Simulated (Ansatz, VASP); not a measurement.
# WSe2 in VASP and in Ansatz

```
W Se
1.0
     3.21345    0.00000    0.00000
    -1.60672    2.78293    0.00000
     0.00000    0.00000   12.78861
W Se
2 4
Direct
  0.33333 0.66667 0.25000
  0.66667 0.33333 0.75000
  0.33333 0.66667 0.61829
  0.66667 0.33333 0.11829
  0.33333 0.66667 0.88171
  0.66667 0.33333 0.38171
```

Change from the starting cell: strain -0.0200 x Voigt [1, 1, 0, 0, 0, 0], atoms carried along.

Alike in both runs: task single point; functional PBE; dispersion D3(BJ); k mesh 12 × 12 × 2; occupations gaussian, width 0.05 eV; no spin polarisation.

|  | VASP | Ansatz |
| --- | --- | --- |
| version | VASP 6.6.1 | Ansatz 0.2.0 |
| potentials or method | VASP PAW PBE potentials, release 64 (W_sv, Se), cutoff 520 eV | scalar-relativistic, plane waves, PAW |
| valence electrons in the cell | 52 | 92 |

```csv
,VASP,Ansatz,Ansatz less VASP
gap on the k mesh at the Fermi level (eV),0.92,0.92,+0.005
least direct gap on the mesh (eV),1.78,1.79,+0.004
pressure (GPa),6.3,5.9,-0.40
"traceless stress, the component that is largest in VASP (GPa)",-1.47,-1.58,-0.107
rms of the force components (eV/Å),0.239,0.213,-0.0261
```

Atom by atom the forces differ by 0.026 eV/Å (rms over components). VASP's potentials hold 52 valence electrons a cell and Ansatz's 92, so a difference there can come from the potentials and not from the codes.

Spin-orbit coupling is off throughout.
